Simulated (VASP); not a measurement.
# MnSe (Fm-3m) in VASP: single point with LDA

Aim: the single point of MnSe with LDA.

Everything below comes from runs of VASP 6.6.1. Logs are shortened: lines on timing, memory, paths and dates and some standing lists are left out, and cuts for length are marked.

### 1 The cell of the first run

The structure is cubic, space group Fm-3m (No. 225). Conventional cell: a = 5.440 Å, b = 5.440 Å, c = 5.440 Å, α = 90.00°, β = 90.00°, γ = 90.00°. Mn (site symmetry m-3m) has 6 Se at 2.72 Å within 3.6 Å. Within 3.6 Å of Se (site symmetry m-3m) lie 6 Mn at 2.72 Å.

### 2 Single point, LDA, collinear spin, ferromagnetic start

INCAR

```
ALGO = Normal ; EDIFF = 1E-6
ENCUT = 520 ; GGA = CA
ISIF = 2 ; ISMEAR = -1
ISPIN = 2 ; LASPH = T
LCHARG = F ; LMAXMIX = 4
LORBIT = 11 ; LREAL = F
LWAVE = F ; MAGMOM = 4 0
NBANDS = 20 ; NELM = 150
PREC = Accurate ; SIGMA = 0.1
```

KPOINTS

```
k-points
0
Gamma
  9 9 9
```

POSCAR

```
MnSe
1.0
    0.0000000000      2.7200000000      2.7200000000
    2.7200000000      0.0000000000      2.7200000000
    2.7200000000      2.7200000000      0.0000000000
Mn Se
1 1
Direct
    0.0000000000      0.0000000000      0.0000000000
    0.5000000000      0.5000000000      0.5000000000
```

Potentials or basis: VASP PAW LDA potentials, release 64 (Mn_pv, Se).

On the command line:

```sh
cat potpaw_LDA.64/Mn_pv/POTCAR potpaw_LDA.64/Se/POTCAR > POTCAR
mpirun -np 1 vasp_std > vasp.out
```

OUTCAR:

```text
EDIFF = 1E-6
   ENCUT = 520
   GGA = CA
   ISIF = 2
   ISMEAR = -1
   ISPIN = 2
   LASPH = T
   LORBIT = 11
   LREAL = F
   NELM = 150
   PREC = Accurate

 ion  position               nearest neighbor table
   1  0.000  0.000  0.000-   2 2.72   2 2.72   2 2.72   2 2.72   2 2.72   2 2.72
   2  0.500  0.500  0.500-   1 2.72   1 2.72   1 2.72   1 2.72   1 2.72   1 2.72

  LATTYP: Found a face centered cubic cell.
 ALAT       =     5.4400000000

  Lattice vectors:

 A1 = (   0.0000000000,   2.7200000000,   2.7200000000)
 A2 = (   2.7200000000,   0.0000000000,   2.7200000000)
 A3 = (   2.7200000000,   2.7200000000,   0.0000000000)

Analysis of symmetry for initial positions (statically):
=====================================================================
 Subroutine PRICEL returns:
 Original cell was already a primitive cell.

 Routine SETGRP: Setting up the symmetry group for a
 face centered cubic supercell.

 Subroutine GETGRP returns: Found 48 space group operations
 (whereof 48 operations were pure point group operations)
 out of a pool of 48 trial point group operations.

The static configuration has the point symmetry O_h .

Analysis of symmetry for dynamics (positions and initial velocities):
=====================================================================
 Subroutine PRICEL returns:
 Original cell was already a primitive cell.

 Routine SETGRP: Setting up the symmetry group for a
 face centered cubic supercell.

 Subroutine GETGRP returns: Found 48 space group operations
 (whereof 48 operations were pure point group operations)
 out of a pool of 48 trial point group operations.

The dynamic configuration has the point symmetry O_h .

Analysis of structural, dynamic, and magnetic symmetry:
=====================================================================
 Subroutine PRICEL returns:
 Original cell was already a primitive cell.

 Routine SETGRP: Setting up the symmetry group for a
 face centered cubic supercell.

 Subroutine GETGRP returns: Found 48 space group operations
 (whereof 48 operations were pure point group operations)
 out of a pool of 48 trial point group operations.

The overall configuration has the point symmetry O_h .

 Subroutine INISYM returns: Found 48 space group operations
 (whereof 48 operations are pure point group operations),
 and found     1 'primitive' translations

----------------------------------------------------------------------------------------

                                     Primitive cell

  volume of cell :      40.2473

  direct lattice vectors                    reciprocal lattice vectors
     0.000000000  2.720000000  2.720000000    -0.183823529  0.183823529  0.183823529
     2.720000000  0.000000000  2.720000000     0.183823529 -0.183823529  0.183823529
     2.720000000  2.720000000  0.000000000     0.183823529  0.183823529 -0.183823529

  length of vectors
     3.846660890  3.846660890  3.846660890     0.318391693  0.318391693  0.318391693

  position of ions in fractional coordinates (direct lattice)
     0.000000000  0.000000000  0.000000000
     0.500000000  0.500000000  0.500000000

  ion indices of the primitive-cell ions
   primitive index   ion index
                 1           1
                 2           2

----------------------------------------------------------------------------------------

 KPOINTS: k-points

Automatic generation of k-mesh.
 Grid dimensions read from file:
 generate k-points for:    9    9    9

 Generating k-lattice:

  Cartesian coordinates                     Fractional coordinates (reciprocal lattice)
    -0.020424837  0.020424837  0.020424837     0.111111111  0.000000000  0.000000000
     0.020424837 -0.020424837  0.020424837     0.000000000  0.111111111  0.000000000
     0.020424837  0.020424837 -0.020424837     0.000000000  0.000000000  0.111111111

  Length of vectors
     0.035376855  0.035376855  0.035376855

  Shift w.r.t. Gamma in fractional coordinates (k-lattice)
     0.000000000  0.000000000  0.000000000

 Subroutine IBZKPT returns following result:
 ===========================================

 Found     35 irreducible k-points:

 Following reciprocal coordinates:
            Coordinates               Weight
  0.000000  0.000000  0.000000      1.000000
  0.111111  0.000000  0.000000      8.000000
  0.222222  0.000000  0.000000      8.000000
  0.333333  0.000000  0.000000      8.000000
  0.444444  0.000000  0.000000      8.000000
  0.111111  0.111111  0.000000      6.000000
[... 16 lines left out ...]
 -0.333333  0.333333  0.000000     12.000000
  0.444444  0.444444  0.000000      6.000000
 [... further k-points ...]
   k-points           NKPTS =     35   k-points in BZ     NKDIM =     35   number of bands    NBANDS=     20
   number of dos      NEDOS =    301   number of ions     NIONS =      2
   total plane-waves  NPLWV =  27000
   dimension x,y,z NGX =    30 NGY =   30 NGZ =   30
   dimension x,y,z NGXF=    60 NGYF=   60 NGZF=   60
   ions per type =               1   1
   NGX,Y,Z   is equivalent  to a cutoff of  12.97, 12.97, 12.97 a.u.
   NGXF,Y,Z  is equivalent  to a cutoff of  25.93, 25.93, 25.93 a.u.
 SYSTEM =  unknown system
   PREC   = accura    normal or accurate (medium, high low for compatibility)
   ISTART =      0    job   : 0-new  1-cont  2-samecut
   ICHARG =      2    charge: 1-file 2-atom 10-const
   ISPIN  =      2    spin polarized calculation?
   LNONCOLLINEAR =      F non collinear calculations
   LSORBIT =      F    spin-orbit coupling
   LASPH  =      T    aspherical Exc in radial PAW
   ENCUT  =  520.0 eV  38.22 Ry    6.18 a.u.   7.15  7.15  7.15*2*pi/ulx,y,z
   NELM   =    150;   NELMIN=  2; NELMDL= -5     # of ELM steps
   EDIFF  = 0.1E-05   stopping-criterion for ELM
   LREAL  =      F    real-space projection
   EDIFFG = 0.1E-04   stopping-criterion for IOM
   NSW    =      0    number of steps for IOM
   IBRION =     -1    ionic relax: 0-MD 1-quasi-New 2-CG
   NFREE  =      0    steps in history (QN), initial steepest desc. (CG)
   ISIF   =      2    stress and relaxation
   ISYM   =      2    0-nonsym 1-usesym 2-fastsym
   POTIM  = 0.5000    time-step for ionic-motion
   TEBEG  =    0.0;   TEEND  =   0.0 temperature during run
   PSTRESS=    0.0 pullay stress
   NELECT =      19.0000    total number of electrons
   NUPDOWN=      -1.0000    fix difference up-down
   EMIN   =  10.00;   EMAX   =-10.00  energy-range for DOS
   EFERMI =   0.00;   METHOD = LEGACY
   ISMEAR =    -1;   SIGMA  =   0.10  broadening in eV -4-tet -1-fermi 0-gaus
   EFERMI_NEDOS =   21; number of points for ismear=-14 and -15
   IALGO  =     38    algorithm
   IMIX   =      4    mixing-type and parameters
     AMIX     =   0.40;   BMIX     =  1.00
     AMIX_MAG =   1.60;   BMIX_MAG =  1.00
  volume/ion in A,a.u.               =      20.12       135.80
  Fermi-wavevector in a.u.,A,eV,Ry     =   1.274717  2.408866 22.108155  1.624904
  Thomas-Fermi vector in A             =   2.407469
   LORBIT       =     11    0 simple, 1 ext, 2 COOP (PROOUT), +10 PAW based schemes
   GGA     = CA    functional components
   LHFCALC =     F    Hartree Fock is set to
   AEXX    =    0.0000 exact exchange contribution
   IVDW    =     0    specifies the selected vdW correction
   LEPSILON=     F    determine dielectric tensor
   LRPA    =     F    only Hartree local field effects (RPA)
 spin polarized calculation
  energy-cutoff  :      520.00
  volume of cell :       40.25
 maximum number of plane-waves:      1094
 NGX is ok and might be reduce to    30
   NGX = 15   NGY = 15   NGZ = 15

 number of electron      19.0000013 magnetization       4.5040549

 Free energy of the ion-electron system (eV)
  ---------------------------------------------------
  ext. energy  EPLUGINS =         0.00000000
  ---------------------------------------------------
  free energy    TOTEN  =       -14.10273362 eV

  energy without entropy =      -14.05939986  energy(sigma->0) =      -14.08106674

 E-fermi :   5.4620     XC(G=0): -10.6638

 val. band max:        5.4482723366   @ k =   0.4444   0.1111   0.0000
 cond. band min:       5.4835134294   @ k =   0.2222   0.1111   0.0000
 fundamental gap:      0.0352410928
 Fermi energy:         5.4619535473

 spin component 1

 k-point     1 :       0.0000    0.0000    0.0000
  band No.  band energies     occupation
      1     -44.5112      1.00000
      2     -44.5112      1.00000
      3     -44.5112      1.00000
      4      -8.9981      1.00000
      5       2.4129      1.00000
      6       2.4129      1.00000
[... 12 lines left out ...]
     19      16.0712      0.00000
     20      16.0712      0.00000

 k-point     2 :       0.1111    0.0000    0.0000
  band No.  band energies     occupation
      1     -44.5117      1.00000
      2     -44.5113      1.00000
      3     -44.5113      1.00000
      4      -8.8890      1.00000
      5       2.1388      1.00000
      6       2.1763      1.00000
[... 12 lines left out ...]
     19      15.5423      0.00000
     20      17.0034      0.00000

 k-point     3 :       0.2222    0.0000    0.0000
  band No.  band energies     occupation
      1     -44.5132      1.00000
      2     -44.5115      1.00000
      3     -44.5115      1.00000
      4      -8.5885      1.00000
      5       0.9734      1.00000
      6       1.6881      1.00000
[... 12 lines left out ...]
     19      15.4000      0.00000
     20      19.5473      0.00000

 k-point     4 :       0.3333    0.0000    0.0000
  band No.  band energies     occupation
      1     -44.5148      1.00000
      2     -44.5117      1.00000
      3     -44.5117      1.00000
      4      -8.1910      1.00000
      5      -0.3052      1.00000
      6       1.2930      1.00000
[... 429 lines left out ...]
 k-point    23 :      -0.3333    0.3333    0.0000
  band No.  band energies     occupation
      1     -44.5144      1.00000
      2     -44.5143      1.00000
      3     -44.5123      1.00000
      4      -7.6809      1.00000
      5      -0.1329      1.00000
      6       0.4642      1.00000
[... 12 lines left out ...]
     19      20.8001      0.00000
     20      22.1906      0.00000

 k-point    24 :       0.4444    0.4444    0.0000
  band No.  band energies     occupation
      1     -44.5154      1.00000
      2     -44.5130      1.00000
      3     -44.5130      1.00000
      4      -7.7473      1.00000
      5      -0.1058      1.00000
      6       1.9818      1.00000
[... 12 lines left out ...]
     19      20.8319      0.00000
     20      20.8319      0.00000

 [... further k-points ...]

 spin component 2

 k-point     1 :       0.0000    0.0000    0.0000
  band No.  band energies     occupation
      1     -40.5424      1.00000
      2     -40.5424      1.00000
      3     -40.5424      1.00000
      4      -8.7625      1.00000
      5       4.2874      0.99999
      6       4.2874      0.99999
[... 12 lines left out ...]
     19      17.2033      0.00000
     20      17.2033      0.00000

 k-point     2 :       0.1111    0.0000    0.0000
  band No.  band energies     occupation
      1     -40.5432      1.00000
      2     -40.5425      1.00000
      3     -40.5425      1.00000
      4      -8.6578      1.00000
      5       3.2356      1.00000
      6       3.8622      1.00000
[... 12 lines left out ...]
     19      16.2065      0.00000
     20      17.8436      0.00000

 k-point     3 :       0.2222    0.0000    0.0000
  band No.  band energies     occupation
      1     -40.5451      1.00000
      2     -40.5428      1.00000
      3     -40.5428      1.00000
      4      -8.3708      1.00000
      5       1.6409      1.00000
      6       3.2414      1.00000
[... 12 lines left out ...]
     19      16.2928      0.00000
     20      20.0810      0.00000

 k-point     4 :       0.3333    0.0000    0.0000
  band No.  band energies     occupation
      1     -40.5473      1.00000
      2     -40.5430      1.00000
      3     -40.5430      1.00000
      4      -7.9950      1.00000
      5       0.2919      1.00000
      6       2.7713      1.00000
[... 429 lines left out ...]
 k-point    23 :      -0.3333    0.3333    0.0000
  band No.  band energies     occupation
      1     -40.5468      1.00000
      2     -40.5467      1.00000
      3     -40.5440      1.00000
      4      -7.4984      1.00000
      5       0.5122      1.00000
      6       0.9697      1.00000
[... 12 lines left out ...]
     19      21.8734      0.00000
     20      22.8733      0.00000

 k-point    24 :       0.4444    0.4444    0.0000
  band No.  band energies     occupation
      1     -40.5481      1.00000
      2     -40.5449      1.00000
      3     -40.5449      1.00000
      4      -7.5464      1.00000
      5       0.2879      1.00000
      6       2.6723      1.00000
[... 12 lines left out ...]
     19      21.1084      0.00000
     20      21.1084      0.00000

 [... further k-points ...]

------------------------ aborting loop because EDIFF is reached ----------------------------------------

  FORCE on cell =-STRESS in cart. coord.  units (eV):
  Direction    XX          YY          ZZ          XY          YZ          ZX
  --------------------------------------------------------------------------------------
  -------------------------------------------------------------------------------------
  Total       -2.3802263     -2.3802263     -2.3802263      0.0000000     -0.0000000      0.0000000
  in kB      -94.7528150    -94.7528150    -94.7528150      0.0000000     -0.0000000      0.0000000
  external PRESSURE =     -94.7528150 kB  Pullay stress =       0.0000000 kB

 VOLUME and BASIS-vectors are now :
 -----------------------------------------------------------------------------
  energy-cutoff  :      520.00
  volume of cell :       40.25
      direct lattice vectors                 reciprocal lattice vectors
     0.000000000  2.720000000  2.720000000    -0.183823529  0.183823529  0.183823529
     2.720000000  0.000000000  2.720000000     0.183823529 -0.183823529  0.183823529
     2.720000000  2.720000000  0.000000000     0.183823529  0.183823529 -0.183823529

 POSITION                                       TOTAL-FORCE (eV/Angst)
 -----------------------------------------------------------------------------------
      0.00000      0.00000      0.00000        -0.000000     -0.000000     -0.000000
      2.72000      2.72000      2.72000         0.000000      0.000000      0.000000
 -----------------------------------------------------------------------------------
    total drift:                               -0.000000      0.000000      0.000000

  FREE ENERGIE OF THE ION-ELECTRON SYSTEM (eV)
  ---------------------------------------------------
  free  energy   TOTEN  =       -14.1027336234 eV

  energy  without entropy=      -14.0593998589  energy(sigma->0) =      -14.08106674

 total charge

# of ion       s       p       d       tot
------------------------------------------
    1        0.226   6.152   4.969  11.347
    2        1.454   2.359   0.034   3.847
--------------------------------------------------
tot          1.680   8.511   5.003  15.195

 magnetization (x)

# of ion       s       p       d       tot
------------------------------------------
    1        0.049   0.034   3.986   4.070
    2        0.022   0.052   0.014   0.088
--------------------------------------------------
tot          0.071   0.086   4.000   4.157
```

Wall time 46 s (1 thread of Intel Xeon 6975P-C, shared host); peak memory 0.18 GiB.

Results:

```yaml
Free_energy: -14.1027 eV
Pressure: -9.5 GPa
Net_moment: 4.50 μB per cell
Site_moments: Mn +4.07; Se +0.09 μB
Valence_electrons_inside_the_program's_atomic_spheres: Mn 11.35; Se 3.85
```

Levels at points of the mesh, in eV from the Fermi level:
Spin up:
| k point | band 8 | band 9 | band 10 | band 11 | band 12 | band 13 | band 14 | band 15 | band 16 | band 17 |
| --- | --- | --- | --- | --- | --- | --- | --- | --- | --- | --- |
| (0.00, 0.00, 0.00) | -2.99 | -2.99 | -1.40 | -1.40 | -1.40 | 1.12 | 8.45 | 8.45 | 8.45 | 9.59 |
Spin down:
| k point | band 5 | band 6 | band 7 | band 8 | band 9 | band 10 |
| --- | --- | --- | --- | --- | --- | --- |
| (0.00, 0.00, 0.00) | -1.17 | -1.17 | -1.17 | 0.08 | 0.08 | 0.08 |

Caveat: a cell with one magnetic atom can't hold antiferromagnetic order, which such compounds often take; semilocal functionals often make such compounds metallic where correlation or magnetic order opens a gap, which also shifts bond lengths. With open d or f shells a metallic result of LDA can be an artefact of self-interaction; +U or a hybrid may open a gap.
